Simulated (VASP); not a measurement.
# MgBr2O2 (C2/m) in VASP: single point with LDA

Aim: the single point of MgBr2O2 with LDA.

Program: VASP 6.6.1. These are calculated values, not measurements. Logs are shortened: lines on timing, memory, paths and dates and some standing lists are left out, and cuts for length are marked.

## 1. The cell of the first run

The structure is monoclinic, space group C2/m (No. 12). The conventional cell has a = 7.816 Å, b = 8.790 Å, c = 3.821 Å, α = 90.00°, β = 96.42°, γ = 90.00°. Mg (site symmetry 2/m) has 2 O at 2.01 Å and 4 Br at 2.65 to 2.66 Å within 2.7 Å. Br (site symmetry m) has 2 Mg at 2.65 to 2.66 Å and 6 O at 3.32 to 3.46 Å within 3.5 Å. Within 2.7 Å of O (site symmetry 2) lie 1 Mg at 2.01 Å.

## 2. Single point, LDA

INCAR reads:

```
SYSTEM = MgBr2O2
PREC     = Accurate       ! precision mode
ENCUT    = 520            ! plane-wave cutoff, eV
EDIFF    = 1E-6           ! SCF threshold, eV
ISMEAR   = -1             ! smearing method
SIGMA    = 0.1            ! smearing width, eV
LREAL    = .FALSE.        ! projectors in reciprocal space
LASPH    = .TRUE.         ! aspherical terms in the spheres
NELM     = 60             ! most SCF steps
ALGO     = Normal         ! electronic algorithm
ISIF     = 2              ! what is computed and relaxed
LWAVE    = .FALSE.        ! write WAVECAR
LCHARG   = .FALSE.        ! write CHGCAR
GGA      = CA             ! functional
NBANDS   = 22             ! bands
```

KPOINTS reads:

```
Automatic mesh
0
G
  4 4 6
  0 0 0
```

POSCAR reads:

```
MgBr2O2
1.0
    3.9079900000     -4.3948000000      0.0000000000
    3.9079900000      4.3948000000      0.0000000000
   -0.4272000000      0.0000000000      3.7967600000
Mg Br O
1 2 2
Direct
    0.0000000000      0.0000000000      0.0000000000
    0.2377100000      0.2377100000      0.5564000000
    0.7622900000      0.7622900000      0.4436000000
    0.2282100000      0.7717900000      0.0000000000
    0.7717900000      0.2282100000      0.0000000000
```

Potentials or basis: VASP PAW LDA potentials, release 64 (Mg, Br, O).

Launch:

```
> cat potpaw_LDA.64/Mg/POTCAR potpaw_LDA.64/Br/POTCAR potpaw_LDA.64/O/POTCAR > POTCAR
> mpirun -np 1 vasp_std > vasp.out
```

OUTCAR:

```text
SYSTEM = MgBr2O2
   PREC = Accurate
   ENCUT = 520
   EDIFF = 1E-6
   ISMEAR = -1
   LREAL = .FALSE.
   LASPH = .TRUE.
   NELM = 60
   ISIF = 2
   GGA = CA

 ion  position               nearest neighbor table
   1  0.000  0.000  0.000-   4 2.01   5 2.01   2 2.65   3 2.65   2 2.66   3 2.66
   2  0.238  0.238  0.556-   1 2.65   1 2.66
   3  0.762  0.762  0.444-   1 2.65   1 2.66
   4  0.228  0.772  0.000-   1 2.01
   5  0.772  0.228  0.000-   1 2.01

  LATTYP: Found a base centered monoclinic cell.
 ALAT       =     7.8159800000
 B/A-ratio  =     1.1245678725
 C/A-ratio  =     0.4888341628
 COS(beta)  =    -0.1118114437

  Lattice vectors:

 A1 = (   3.9079900000,  -4.3948000000,   0.0000000000)
 A2 = (   3.9079900000,   4.3948000000,   0.0000000000)
 A3 = (  -0.4272000000,   0.0000000000,   3.7967600000)

Analysis of symmetry for initial positions (statically):
=====================================================================
 Subroutine PRICEL returns:
 Original cell was already a primitive cell.

 Routine SETGRP: Setting up the symmetry group for a
 base centered monoclinic supercell.

 Subroutine GETGRP returns: Found  4 space group operations
 (whereof  4 operations were pure point group operations)
 out of a pool of  4 trial point group operations.

The static configuration has the point symmetry C_2h.

Analysis of symmetry for dynamics (positions and initial velocities):
=====================================================================
 Subroutine PRICEL returns:
 Original cell was already a primitive cell.

 Routine SETGRP: Setting up the symmetry group for a
 base centered monoclinic supercell.

 Subroutine GETGRP returns: Found  4 space group operations
 (whereof  4 operations were pure point group operations)
 out of a pool of  4 trial point group operations.

The dynamic configuration has the point symmetry C_2h.

 Subroutine INISYM returns: Found  4 space group operations
 (whereof  4 operations are pure point group operations),
 and found     1 'primitive' translations

----------------------------------------------------------------------------------------

                                     Primitive cell

  volume of cell :     130.4174

  direct lattice vectors                    reciprocal lattice vectors
     3.907990000 -4.394800000  0.000000000     0.127943009 -0.113770820  0.014395762
     3.907990000  4.394800000  0.000000000     0.127943009  0.113770820  0.014395762
    -0.427200000  0.000000000  3.796760000     0.000000000  0.000000000  0.263382463

  length of vectors
     5.881041819  5.881041819  3.820718040     0.171815165  0.171815165  0.263382463

  position of ions in fractional coordinates (direct lattice)
     0.000000000  0.000000000  0.000000000
     0.237710000  0.237710000  0.556400000
     0.762290000  0.762290000  0.443600000
     0.228210000  0.771790000  0.000000000
     0.771790000  0.228210000  0.000000000

  ion indices of the primitive-cell ions
   primitive index   ion index
                 1           1
                 2           2
                 3           3
                 4           4
                 5           5

----------------------------------------------------------------------------------------

 KPOINTS: Automatic mesh

Automatic generation of k-mesh.
 Grid dimensions read from file:
 generate k-points for:    4    4    6

 Generating k-lattice:

  Cartesian coordinates                     Fractional coordinates (reciprocal lattice)
     0.031985752 -0.028442705  0.003598941     0.250000000  0.000000000  0.000000000
     0.031985752  0.028442705  0.003598941     0.000000000  0.250000000  0.000000000
     0.000000000  0.000000000  0.043897077     0.000000000  0.000000000  0.166666667

  Length of vectors
     0.042953791  0.042953791  0.043897077

  Shift w.r.t. Gamma in fractional coordinates (k-lattice)
     0.000000000  0.000000000  0.000000000

 Subroutine IBZKPT returns following result:
 ===========================================

 Found     34 irreducible k-points:

 Following reciprocal coordinates:
            Coordinates               Weight
  0.000000  0.000000  0.000000      1.000000
  0.250000  0.000000  0.000000      4.000000
  0.500000  0.000000  0.000000      2.000000
  0.250000  0.250000  0.000000      2.000000
  0.500000  0.250000  0.000000      4.000000
 -0.250000  0.250000  0.000000      2.000000
[... 16 lines left out ...]
  0.500000  0.250000  0.333333      4.000000
 -0.250000  0.250000  0.333333      4.000000
 [... further k-points ...]
   k-points           NKPTS =     34   k-points in BZ     NKDIM =     34   number of bands    NBANDS=     22
   number of dos      NEDOS =    301   number of ions     NIONS =      5
   total plane-waves  NPLWV =  64512
   dimension x,y,z NGX =    48 NGY =   48 NGZ =   28
   dimension x,y,z NGXF=    96 NGYF=   96 NGZF=   56
   ions per type =               1   2   2
   NGX,Y,Z   is equivalent  to a cutoff of  13.57, 13.57, 12.18 a.u.
   NGXF,Y,Z  is equivalent  to a cutoff of  27.14, 27.14, 24.37 a.u.
 SYSTEM =  MgBr2O2
   PREC   = accura    normal or accurate (medium, high low for compatibility)
   ISTART =      0    job   : 0-new  1-cont  2-samecut
   ICHARG =      2    charge: 1-file 2-atom 10-const
   ISPIN  =      1    spin polarized calculation?
   LNONCOLLINEAR =      F non collinear calculations
   LSORBIT =      F    spin-orbit coupling
   LASPH  =      T    aspherical Exc in radial PAW
   ENCUT  =  520.0 eV  38.22 Ry    6.18 a.u.  10.93 10.93  7.10*2*pi/ulx,y,z
   NELM   =     60;   NELMIN=  2; NELMDL= -5     # of ELM steps
   EDIFF  = 0.1E-05   stopping-criterion for ELM
   LREAL  =      F    real-space projection
   EDIFFG = 0.1E-04   stopping-criterion for IOM
   NSW    =      0    number of steps for IOM
   IBRION =     -1    ionic relax: 0-MD 1-quasi-New 2-CG
   NFREE  =      0    steps in history (QN), initial steepest desc. (CG)
   ISIF   =      2    stress and relaxation
   ISYM   =      2    0-nonsym 1-usesym 2-fastsym
   POTIM  = 0.5000    time-step for ionic-motion
   TEBEG  =    0.0;   TEEND  =   0.0 temperature during run
   PSTRESS=    0.0 pullay stress
   NELECT =      28.0000    total number of electrons
   NUPDOWN=      -1.0000    fix difference up-down
   EMIN   =  10.00;   EMAX   =-10.00  energy-range for DOS
   EFERMI =   0.00;   METHOD = LEGACY
   ISMEAR =    -1;   SIGMA  =   0.10  broadening in eV -4-tet -1-fermi 0-gaus
   EFERMI_NEDOS =   21; number of points for ismear=-14 and -15
   IALGO  =     38    algorithm
   IMIX   =      4    mixing-type and parameters
     AMIX     =   0.40;   BMIX     =  1.00
     AMIX_MAG =   1.60;   BMIX_MAG =  1.00
  volume/ion in A,a.u.               =      26.08       176.02
  Fermi-wavevector in a.u.,A,eV,Ry     =   0.980277  1.852455 13.074431  0.960944
  Thomas-Fermi vector in A             =   2.111195
   LORBIT       =      0    0 simple, 1 ext, 2 COOP (PROOUT), +10 PAW based schemes
   GGA     = CA    functional components
   LHFCALC =     F    Hartree Fock is set to
   AEXX    =    0.0000 exact exchange contribution
   IVDW    =     0    specifies the selected vdW correction
   LEPSILON=     F    determine dielectric tensor
   LRPA    =     F    only Hartree local field effects (RPA)
 non-spin polarized calculation
  energy-cutoff  :      520.00
  volume of cell :      130.42
 maximum number of plane-waves:      3532
 NGX is ok and might be reduce to    48
   NGX = 21   NGY = 21   NGZ = 15

 number of electron      27.9999992 magnetization

 Free energy of the ion-electron system (eV)
  ---------------------------------------------------
  ext. energy  EPLUGINS =         0.00000000
  ---------------------------------------------------
  free energy    TOTEN  =       -15.04790230 eV

  energy without entropy =      -14.61958021  energy(sigma->0) =      -14.83374125

 E-fermi :  -2.3673     XC(G=0):  -8.1162

 val. band max:       -2.3711732890   @ k =   0.0000   0.0000   0.3333
 cond. band min:      -2.3668872730   @ k =   0.5000   0.0000   0.3333
 fundamental gap:      0.0042860160
 Fermi energy:        -2.3673208258

 k-point     1 :       0.0000    0.0000    0.0000
  band No.  band energies     occupation
      1     -17.4379      2.00000
      2     -17.2514      2.00000
      3     -15.7826      2.00000
      4     -15.6613      2.00000
      5      -5.3083      2.00000
      6      -4.3471      2.00000
[... 14 lines left out ...]
     21       6.0503      0.00000
     22       8.0161      0.00000

 k-point     2 :       0.2500    0.0000    0.0000
  band No.  band energies     occupation
      1     -17.4149      2.00000
      2     -17.2604      2.00000
      3     -15.7863      2.00000
      4     -15.6837      2.00000
      5      -5.1309      2.00000
      6      -4.1832      2.00000
[... 14 lines left out ...]
     21       6.4795      0.00000
     22       8.1041      0.00000

 k-point     3 :       0.5000    0.0000    0.0000
  band No.  band energies     occupation
      1     -17.3869      2.00000
      2     -17.2743      2.00000
      3     -15.7887      2.00000
      4     -15.7075      2.00000
      5      -4.9040      2.00000
      6      -4.0516      2.00000
[... 14 lines left out ...]
     21       7.1802      0.00000
     22       8.1170      0.00000

 k-point     4 :       0.2500    0.2500    0.0000
  band No.  band energies     occupation
      1     -17.3929      2.00000
      2     -17.2676      2.00000
      3     -15.7892      2.00000
      4     -15.7076      2.00000
      5      -4.8893      2.00000
      6      -4.1113      2.00000
[... 14 lines left out ...]
     21       6.8854      0.00000
     22       8.0936      0.00000

 k-point     5 :       0.5000    0.2500    0.0000
  band No.  band energies     occupation
      1     -17.3691      2.00000
      2     -17.2772      2.00000
      3     -15.8173      2.00000
      4     -15.7035      2.00000
      5      -4.8931      2.00000
      6      -3.9490      2.00000
[... 14 lines left out ...]
     21       7.3008      0.00000
     22       7.9047      0.00000

 k-point     6 :      -0.2500    0.2500    0.0000
  band No.  band energies     occupation
      1     -17.3955      2.00000
      2     -17.2657      2.00000
      3     -15.8114      2.00000
      4     -15.6823      2.00000
      5      -5.1197      2.00000
      6      -3.9681      2.00000
[... 14 lines left out ...]
     21       6.8246      0.00000
     22       8.1404      0.00000

 k-point     7 :       0.5000    0.5000    0.0000
  band No.  band energies     occupation
      1     -17.3475      2.00000
      2     -17.2837      2.00000
      3     -15.8424      2.00000
      4     -15.7032      2.00000
      5      -4.8869      2.00000
      6      -3.8056      2.00000
[... 324 lines left out ...]
      6      -4.5399      2.00000
[... 14 lines left out ...]
     21       7.7916      0.00000
     22       7.9541      0.00000

 k-point    21 :      -0.2500    0.0000    0.3333
  band No.  band energies     occupation
      1     -17.3332      2.00000
      2     -17.2306      2.00000
      3     -15.7079      2.00000
      4     -15.5510      2.00000
      5      -4.9757      2.00000
      6      -4.5981      2.00000
[... 14 lines left out ...]
     21       7.5631      0.00000
     22       7.7094      0.00000

 k-point    22 :       0.2500    0.2500    0.3333
  band No.  band energies     occupation
      1     -17.3114      2.00000
      2     -17.2387      2.00000
      3     -15.7058      2.00000
      4     -15.5774      2.00000
      5      -4.9262      2.00000
      6      -4.5104      2.00000
[... 14 lines left out ...]
     21       7.6936      0.00000
     22       8.2044      0.00000

 k-point    23 :       0.5000    0.2500    0.3333
  band No.  band energies     occupation
      1     -17.3035      2.00000
      2     -17.2454      2.00000
      3     -15.7090      2.00000
      4     -15.5728      2.00000
      5      -4.9942      2.00000
      6      -4.6896      2.00000
[... 14 lines left out ...]
     21       7.7694      0.00000
     22       8.0824      0.00000

 k-point    24 :      -0.2500    0.2500    0.3333
  band No.  band energies     occupation
      1     -17.3193      2.00000
      2     -17.2371      2.00000
      3     -15.7193      2.00000
      4     -15.5501      2.00000
      5      -5.0251      2.00000
      6      -4.6920      2.00000
[... 14 lines left out ...]
     21       7.9753      0.00000
     22       8.2017      0.00000

 [... further k-points ...]
[... 5 lines left out ...]
  --------------------------------------------------------------------------------------
  -------------------------------------------------------------------------------------
  Total       -3.1516540     -6.7660965     -3.0442239      0.0000000      0.0000000     -0.6612253
  in kB      -38.7180450    -83.1214418    -37.3982660      0.0000000      0.0000000     -8.1231470
  external PRESSURE =     -53.0792509 kB  Pullay stress =       0.0000000 kB

 VOLUME and BASIS-vectors are now :
 -----------------------------------------------------------------------------
  energy-cutoff  :      520.00
  volume of cell :      130.42
      direct lattice vectors                 reciprocal lattice vectors
     3.907990000 -4.394800000  0.000000000     0.127943009 -0.113770820  0.014395762
     3.907990000  4.394800000  0.000000000     0.127943009  0.113770820  0.014395762
    -0.427200000  0.000000000  3.796760000     0.000000000  0.000000000  0.263382463

 POSITION                                       TOTAL-FORCE (eV/Angst)
 -----------------------------------------------------------------------------------
      0.00000      0.00000      0.00000        -0.000000      0.000000      0.000000
      1.62024      0.00000      2.11252        -0.044097      0.000000      0.101328
      5.76854      0.00000      1.68424         0.044097      0.000000     -0.101328
      3.90799      2.38893      0.00000         0.000000      0.761626      0.000000
      3.90799     -2.38893      0.00000        -0.000000     -0.761626      0.000000
 -----------------------------------------------------------------------------------
    total drift:                               -0.000000     -0.000000      0.000000

  FREE ENERGIE OF THE ION-ELECTRON SYSTEM (eV)
  ---------------------------------------------------
  free  energy   TOTEN  =       -15.0479022955 eV

  energy  without entropy=      -14.6195802109  energy(sigma->0) =      -14.83374125
```

It took 69 s on 1 thread of Intel Xeon 6975P-C (Granite Rapids), shared host; peak memory 0.26 GiB.

What came out:

```
Free energy            : -15.0479 eV
Pressure               : -5.3 GPa
Largest force          : 0.762 eV/Å
Band gap on the k mesh : zero (band 14 reaches -2.18 eV, above the bottom of band 15 at -2.50 eV)
```

Forces on the atoms (eV/Å):
```
Mg   0.000  0.000  0.000
Br  -0.044  0.000  0.101
Br   0.044  0.000 -0.101
O    0.000  0.762  0.000
O    0.000 -0.762  0.000
```
